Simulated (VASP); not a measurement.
# Ti (P6/mmm) in VASP: further runs

Ti is run at these levels: r2SCAN; tasks: single point.

Program: VASP 6.6.1. These are calculated values, not measurements. Logs are shortened: lines on timing, memory, paths and dates and some standing lists are left out, and cuts for length are marked.

### 1 The cell of the first run

It takes space group P6/mmm (No. 191, hexagonal). Conventional cell: a = 4.659 Å, b = 4.659 Å, c = 2.881 Å, α = 90.00°, β = 90.00°, γ = 120.00°. Within 3.8 Å of Ti (site symmetry 6/mmm) lie 14 Ti at 2.88 to 3.05 Å. Ti (site symmetry -6m2) has 11 Ti at 2.69 to 3.05 Å within 3.5 Å.

This isn't the form of Ti at room conditions, which is hcp.

### 2 Single point, r2SCAN (equal strain along all axes, cell held: +2.0 %)

Contents of POSCAR:

```
Ti
1.0
    4.6593821455      0.0000000000      0.0000000000
   -2.3296910727      4.0351433039      0.0000000000
    0.0000000000      0.0000000000      2.8810541875
Ti
3
Direct
    0.0000000000      0.0000000000      0.0000000000
    0.3333333333      0.6666666667      0.5000000000
    0.6666666667      0.3333333333      0.5000000000
```

Contents of INCAR.step1:

```
ALGO = Normal ; EDIFF = 1E-4
ENCUT = 520 ; GGA = PE
ISMEAR = 0 ; LASPH = True
LCHARG = False ; LREAL = False
LWAVE = True ; NBANDS = 25
NELM = 100 ; PREC = Accurate
SIGMA = 0.1
```

Contents of INCAR.step2:

```
ALGO = Normal ; EDIFF = 1E-6
ENCUT = 520 ; ISIF = 2
ISMEAR = 0 ; ISTART = 1
LASPH = True ; LCHARG = False
LMIXTAU = True ; LREAL = False
LWAVE = False ; METAGGA = R2SCAN
NBANDS = 25 ; NELM = 100
PREC = Accurate ; SIGMA = 0.1
```

Contents of KPOINTS:

```
k-points
0
Gamma
  12 12 18
```

Potentials or basis: VASP PAW PBE potentials, release 64 (Ti_sv).

On the command line:

```console
> cat potpaw_PBE.64/Ti_sv/POTCAR > POTCAR
> cp INCAR.step1 INCAR
> mpirun -np 1 vasp_std > vasp.out
> cp INCAR.step2 INCAR
> mpirun -np 1 vasp_std > vasp.out
```

OUTCAR:

```text
EDIFF = 1E-6
   ENCUT = 520
   ISIF = 2
   ISMEAR = 0
   ISTART = 1
   LASPH = True
   LREAL = False
   METAGGA = R2SCAN
   NELM = 100
   PREC = Accurate

 ion  position               nearest neighbor table
   1  0.000  0.000  0.000-
   2  0.333  0.667  0.500-   3 2.69   3 2.69   3 2.69
   3  0.667  0.333  0.500-   2 2.69   2 2.69   2 2.69

  LATTYP: Found a hexagonal cell.
 ALAT       =     4.6593821455
 C/A-ratio  =     0.6183339545

  Lattice vectors:

 A1 = (   4.6593821455,   0.0000000000,   0.0000000000)
 A2 = (  -2.3296910727,   4.0351433039,   0.0000000000)
 A3 = (   0.0000000000,   0.0000000000,   2.8810541875)

Analysis of symmetry for initial positions (statically):
=====================================================================
 Subroutine PRICEL returns:
 Original cell was already a primitive cell.

 Routine SETGRP: Setting up the symmetry group for a
 hexagonal supercell.

 Subroutine GETGRP returns: Found 24 space group operations
 (whereof 24 operations were pure point group operations)
 out of a pool of 24 trial point group operations.

The static configuration has the point symmetry D_6h.

Analysis of symmetry for dynamics (positions and initial velocities):
=====================================================================
 Subroutine PRICEL returns:
 Original cell was already a primitive cell.

 Routine SETGRP: Setting up the symmetry group for a
 hexagonal supercell.

 Subroutine GETGRP returns: Found 24 space group operations
 (whereof 24 operations were pure point group operations)
 out of a pool of 24 trial point group operations.

The dynamic configuration has the point symmetry D_6h.

 Subroutine INISYM returns: Found 24 space group operations
 (whereof 24 operations are pure point group operations),
 and found     1 'primitive' translations

----------------------------------------------------------------------------------------

                                     Primitive cell

  volume of cell :      54.1675

  direct lattice vectors                    reciprocal lattice vectors
     4.659382146  0.000000000  0.000000000     0.214620731  0.123911337  0.000000000
    -2.329691073  4.035143304  0.000000000     0.000000000  0.247822673  0.000000000
     0.000000000  0.000000000  2.881054188     0.000000000  0.000000000  0.347095172

  length of vectors
     4.659382146  4.659382145  2.881054188     0.247822673  0.247822673  0.347095172

  position of ions in fractional coordinates (direct lattice)
     0.000000000  0.000000000  0.000000000
     0.333333333  0.666666667  0.500000000
     0.666666667  0.333333333  0.500000000

  ion indices of the primitive-cell ions
   primitive index   ion index
                 1           1
                 2           2
                 3           3

----------------------------------------------------------------------------------------

 KPOINTS: k-points

Automatic generation of k-mesh.
 Grid dimensions read from file:
 generate k-points for:   12   12   18

 Generating k-lattice:

  Cartesian coordinates                     Fractional coordinates (reciprocal lattice)
     0.017885061  0.010325945  0.000000000     0.083333333  0.000000000  0.000000000
     0.000000000  0.020651889  0.000000000     0.000000000  0.083333333  0.000000000
     0.000000000  0.000000000  0.019283065     0.000000000  0.000000000  0.055555556

  Length of vectors
     0.020651889  0.020651889  0.019283065

  Shift w.r.t. Gamma in fractional coordinates (k-lattice)
     0.000000000  0.000000000  0.000000000

 Subroutine IBZKPT returns following result:
 ===========================================

 Found    190 irreducible k-points:

 Following reciprocal coordinates:
            Coordinates               Weight
  0.000000  0.000000  0.000000      1.000000
  0.083333  0.000000  0.000000      6.000000
  0.166667  0.000000  0.000000      6.000000
  0.250000  0.000000  0.000000      6.000000
  0.333333  0.000000  0.000000      6.000000
  0.416667  0.000000  0.000000      6.000000
[... 16 lines left out ...]
  0.250000  0.000000  0.055556     12.000000
  0.333333  0.000000  0.055556     12.000000
 [... further k-points ...]
   k-points           NKPTS =    190   k-points in BZ     NKDIM =    190   number of bands    NBANDS=     25
   number of dos      NEDOS =    301   number of ions     NIONS =      3
   total plane-waves  NPLWV =  31104
   dimension x,y,z NGX =    36 NGY =   36 NGZ =   24
   dimension x,y,z NGXF=    72 NGYF=   72 NGZF=   48
   ions per type =               3
   NGX,Y,Z   is equivalent  to a cutoff of  12.84, 12.84, 13.85 a.u.
   NGXF,Y,Z  is equivalent  to a cutoff of  25.69, 25.69, 27.70 a.u.
 SYSTEM =  unknown system
   PREC   = accura    normal or accurate (medium, high low for compatibility)
   ISTART =      1    job   : 0-new  1-cont  2-samecut
   ICHARG =      0    charge: 1-file 2-atom 10-const
   ISPIN  =      1    spin polarized calculation?
   LNONCOLLINEAR =      F non collinear calculations
   LSORBIT =      F    spin-orbit coupling
   LASPH  =      T    aspherical Exc in radial PAW
   ENCUT  =  520.0 eV  38.22 Ry    6.18 a.u.   8.66  8.66  5.36*2*pi/ulx,y,z
   NELM   =    100;   NELMIN=  2; NELMDL=  0     # of ELM steps
   EDIFF  = 0.1E-05   stopping-criterion for ELM
   LREAL  =      F    real-space projection
   EDIFFG = 0.1E-04   stopping-criterion for IOM
   NSW    =      0    number of steps for IOM
   IBRION =     -1    ionic relax: 0-MD 1-quasi-New 2-CG
   NFREE  =      0    steps in history (QN), initial steepest desc. (CG)
   ISIF   =      2    stress and relaxation
   ISYM   =      2    0-nonsym 1-usesym 2-fastsym
   POTIM  = 0.5000    time-step for ionic-motion
   TEBEG  =    0.0;   TEEND  =   0.0 temperature during run
   PSTRESS=    0.0 pullay stress
   NELECT =      36.0000    total number of electrons
   NUPDOWN=      -1.0000    fix difference up-down
   EMIN   =  10.00;   EMAX   =-10.00  energy-range for DOS
   EFERMI =   0.00;   METHOD = LEGACY
   ISMEAR =     0;   SIGMA  =   0.10  broadening in eV -4-tet -1-fermi 0-gaus
   EFERMI_NEDOS =   21; number of points for ismear=-14 and -15
   IALGO  =     38    algorithm
   IMIX   =      4    mixing-type and parameters
     AMIX     =   0.40;   BMIX     =  1.00
     AMIX_MAG =   1.60;   BMIX_MAG =  1.00
  volume/ion in A,a.u.               =      18.06       121.85
  Fermi-wavevector in a.u.,A,eV,Ry     =   1.428662  2.699779 27.770504  2.041074
  Thomas-Fermi vector in A             =   2.548699
   LORBIT       =      0    0 simple, 1 ext, 2 COOP (PROOUT), +10 PAW based schemes
   METAGGA = R2SCAN    functional components
   LHFCALC =     F    Hartree Fock is set to
   AEXX    =    0.0000 exact exchange contribution
   IVDW    =     0    specifies the selected vdW correction
   LEPSILON=     F    determine dielectric tensor
   LRPA    =     F    only Hartree local field effects (RPA)
 non-spin polarized calculation
 Gauss-broadening in eV      SIGMA  =   0.10
  energy-cutoff  :      520.00
  volume of cell :       54.17
 maximum number of plane-waves:      1476
 NGX is ok and might be reduce to    36
   NGX = 17   NGY = 17   NGZ = 11

 number of electron      36.0000006 magnetization

 Free energy of the ion-electron system (eV)
  ---------------------------------------------------
  ext. energy  EPLUGINS =         0.00000000
  ---------------------------------------------------
  free energy    TOTEN  =       -38.84978100 eV

  energy without entropy =      -38.83926585  energy(sigma->0) =      -38.84452342

 E-fermi :   7.8780     XC(G=0): -12.2004

 val. band max:        7.8699634117   @ k =   0.3333   0.2500   0.2778
 cond. band min:       7.8793680227   @ k =   0.0000   0.0000   0.0000
 fundamental gap:      0.0094046110
 Fermi energy:         7.8779868867

 k-point     1 :       0.0000    0.0000    0.0000
  band No.  band energies     occupation
      1     -51.5057      2.00000
      2     -51.2470      2.00000
      3     -51.1083      2.00000
      4     -26.7496      2.00000
      5     -26.7496      2.00000
      6     -26.6372      2.00000
[... 17 lines left out ...]
     24       9.7160      0.00000
     25       9.8577      0.00000

 k-point     2 :       0.0833    0.0000    0.0000
  band No.  band energies     occupation
      1     -51.5050      2.00000
      2     -51.2455      2.00000
      3     -51.1106      2.00000
      4     -26.7669      2.00000
      5     -26.7631      2.00000
      6     -26.6198      2.00000
[... 17 lines left out ...]
     24       9.5772      0.00000
     25      10.0345      0.00000

 k-point     3 :       0.1667    0.0000    0.0000
  band No.  band energies     occupation
      1     -51.5033      2.00000
      2     -51.2408      2.00000
      3     -51.1172      2.00000
      4     -26.8008      2.00000
      5     -26.7801      2.00000
      6     -26.5856      2.00000
[... 17 lines left out ...]
     24       9.4597      0.00000
     25      10.2718      0.00000

 k-point     4 :       0.2500    0.0000    0.0000
  band No.  band energies     occupation
      1     -51.5009      2.00000
      2     -51.2332      2.00000
      3     -51.1274      2.00000
      4     -26.8343      2.00000
      5     -26.7819      2.00000
      6     -26.5514      2.00000
[... 17 lines left out ...]
     24       9.7003      0.00000
     25      10.5341      0.00000
[... 477 lines left out ...]
 k-point    22 :       0.1667    0.0000    0.0556
  band No.  band energies     occupation
      1     -51.5017      2.00000
      2     -51.2396      2.00000
      3     -51.1159      2.00000
      4     -26.7974      2.00000
      5     -26.7774      2.00000
      6     -26.5850      2.00000
[... 17 lines left out ...]
     24       9.4931      0.00000
     25      10.3133      0.00000

 k-point    23 :       0.2500    0.0000    0.0556
  band No.  band energies     occupation
      1     -51.4994      2.00000
      2     -51.2319      2.00000
      3     -51.1261      2.00000
      4     -26.8305      2.00000
      5     -26.7795      2.00000
      6     -26.5516      2.00000
[... 17 lines left out ...]
     24       9.6896      0.00000
     25      10.5579      0.00000

 k-point    24 :       0.3333    0.0000    0.0556
  band No.  band energies     occupation
      1     -51.4972      2.00000
      2     -51.2219      2.00000
      3     -51.1386      2.00000
      4     -26.8571      2.00000
      5     -26.7642      2.00000
      6     -26.5248      2.00000
[... 17 lines left out ...]
     24       9.9870      0.00000
     25      10.5246      0.00000

 [... further k-points ...]

------------------------ aborting loop because EDIFF is reached ----------------------------------------

  FORCE on cell =-STRESS in cart. coord.  units (eV):
  Direction    XX          YY          ZZ          XY          YZ          ZX
  --------------------------------------------------------------------------------------
  -------------------------------------------------------------------------------------
  Total       -1.9520572     -1.9520572     -2.1373335     -0.0000000      0.0000000     -0.0000000
  in kB      -57.7383531    -57.7383531    -63.2184950     -0.0000000      0.0000000     -0.0000000
  external PRESSURE =     -59.5650670 kB  Pullay stress =       0.0000000 kB

 VOLUME and BASIS-vectors are now :
 -----------------------------------------------------------------------------
  energy-cutoff  :      520.00
  volume of cell :       54.17
      direct lattice vectors                 reciprocal lattice vectors
     4.659382146  0.000000000  0.000000000     0.214620731  0.123911337  0.000000000
    -2.329691073  4.035143304  0.000000000     0.000000000  0.247822673  0.000000000
     0.000000000  0.000000000  2.881054188     0.000000000  0.000000000  0.347095172

 POSITION                                       TOTAL-FORCE (eV/Angst)
 -----------------------------------------------------------------------------------
      0.00000      0.00000      0.00000        -0.000000      0.000000      0.000000
     -0.00000      2.69010      1.44053         0.000000      0.000000     -0.000000
      2.32969      1.34505      1.44053         0.000000      0.000000      0.000000
 -----------------------------------------------------------------------------------
    total drift:                                0.000000      0.000000     -0.000000

  FREE ENERGIE OF THE ION-ELECTRON SYSTEM (eV)
  ---------------------------------------------------
  free  energy   TOTEN  =       -38.8497810011 eV

  energy  without entropy=      -38.8392658465  energy(sigma->0) =      -38.84452342
```

Run time: 9.7 min. Hardware: 1 thread of Intel Xeon Platinum 8488C (Sapphire Rapids), shared host; peak memory 0.32 GiB.

What came out:

```
Free energy            : -38.8498 eV
Pressure               : -6.0 GPa
Band gap on the k mesh : zero (bands 18 and 19 overlap by 0.22 eV)
```

Stress tensor (GPa, compression positive):
```
-5.77  0.00  0.00
 0.00 -5.77  0.00
 0.00  0.00 -6.32
```

Levels at points of the mesh, in eV from the Fermi level:
```
           k point  band 14  band 15  band 16  band 17  band 18  band 19  band 20  band 21  band 22  band 23
(0.00, 0.00, 0.00)    -1.87    -0.77    -0.77    -0.76    -0.76     0.00     0.78     1.36     1.36     1.84
(0.50, 0.00, 0.00)    -3.84    -2.62    -0.36    -0.31    -0.29     0.11     0.60     0.76     1.11     1.93
(0.00, 0.00, 0.50)    -2.00    -2.00    -1.99    -1.64    -1.64     1.09     1.09     1.29     1.29     2.97
(0.50, 0.00, 0.50)    -2.16    -1.66    -1.16    -0.84    -0.71     0.46     0.75     0.87     1.06     2.22
```

Caveat: the cell differs from its parent crystal (equal strain along all axes, cell held: +2.0 %); the cell stands under tension; the PAW data sets were made with another functional, which shifts forces and pressure a little.

### 3 Single point, r2SCAN (equal strain along all axes, cell held: +3.0 %)

Contents of POSCAR:

```
Ti
1.0
    4.7050623626      0.0000000000      0.0000000000
   -2.3525311813      4.0747035324      0.0000000000
    0.0000000000      0.0000000000      2.9092998168
Ti
3
Direct
    0.0000000000      0.0000000000      0.0000000000
    0.3333333333      0.6666666667      0.5000000000
    0.6666666667      0.3333333333      0.5000000000
```

Contents of INCAR.step1:

```
PREC     = Accurate       # precision mode
ENCUT    = 520            # plane-wave cutoff, eV
ISMEAR   = 0              # smearing method
SIGMA    = 0.1            # smearing width, eV
LREAL    = F              # projectors in reciprocal space
LASPH    = T              # aspherical terms in the spheres
NELM     = 80             # most SCF steps
NBANDS   = 25             # bands
GGA      = PE             # functional
ALGO     = Normal         # electronic algorithm
EDIFF    = 1E-4           # SCF threshold, eV
LWAVE    = T              # write WAVECAR
LCHARG   = F              # write CHGCAR
```

Contents of INCAR.step2:

```
PREC     = Accurate       # precision mode
ENCUT    = 520            # plane-wave cutoff, eV
EDIFF    = 1E-6           # SCF threshold, eV
ISMEAR   = 0              # smearing method
SIGMA    = 0.1            # smearing width, eV
LREAL    = F              # projectors in reciprocal space
LASPH    = T              # aspherical terms in the spheres
NELM     = 80             # most SCF steps
ALGO     = Normal         # electronic algorithm
ISIF     = 2              # what is computed and relaxed
LWAVE    = F              # write WAVECAR
LCHARG   = T              # write CHGCAR
METAGGA  = R2SCAN         # meta-GGA
LMIXTAU  = T            
LELF     = T              # ELF
LVHAR    = T            
NBANDS   = 25             # bands
ISTART   = 1
```

Contents of KPOINTS:

```
regular mesh
0
Gamma
  12 12 18
```

Potentials or basis: VASP PAW PBE potentials, release 64 (Ti_sv).

On the command line:

```console
> cat potpaw_PBE.64/Ti_sv/POTCAR > POTCAR
> cp INCAR.step1 INCAR
> mpirun -np 1 vasp_std > vasp.out
> cp INCAR.step2 INCAR
> mpirun -np 1 vasp_std > vasp.out
```

It took 7.9 min on 1 thread of Intel Xeon Platinum 8488C (Sapphire Rapids), shared host; peak memory 0.32 GiB.

The run converged. Its results:

```
Free energy            : -38.7771 eV
Pressure               : -8.6 GPa
Band gap on the k mesh : zero (bands 18 and 19 overlap by 0.18 eV)
```

Stress tensor (GPa, compression positive):
```
-8.39  0.00  0.00
 0.00 -8.39  0.00
 0.00  0.00 -9.09
```

Levels at points of the mesh, in eV from the Fermi level:
| k point | band 15 | band 16 | band 17 | band 18 | band 19 | band 20 | band 21 | band 22 |
| --- | --- | --- | --- | --- | --- | --- | --- | --- |
| (0.00, 0.00, 0.00) | -0.75 | -0.75 | -0.75 | -0.75 | -0.01 | 0.76 | 1.32 | 1.32 |
| (0.50, 0.00, 0.00) | -2.54 | -0.34 | -0.29 | -0.27 | 0.12 | 0.59 | 0.69 | 1.08 |
| (0.00, 0.00, 0.50) | -1.91 | -1.91 | -1.58 | -1.58 | 1.07 | 1.07 | 1.24 | 1.24 |
| (0.50, 0.00, 0.50) | -1.59 | -1.11 | -0.82 | -0.69 | 0.47 | 0.68 | 0.85 | 1.02 |

Caveat: the cell differs from its parent crystal (equal strain along all axes, cell held: +3.0 %); the cell stands under tension; the PAW data sets were made with another functional, which shifts forces and pressure a little.

(Continued in part 2 of 2.)
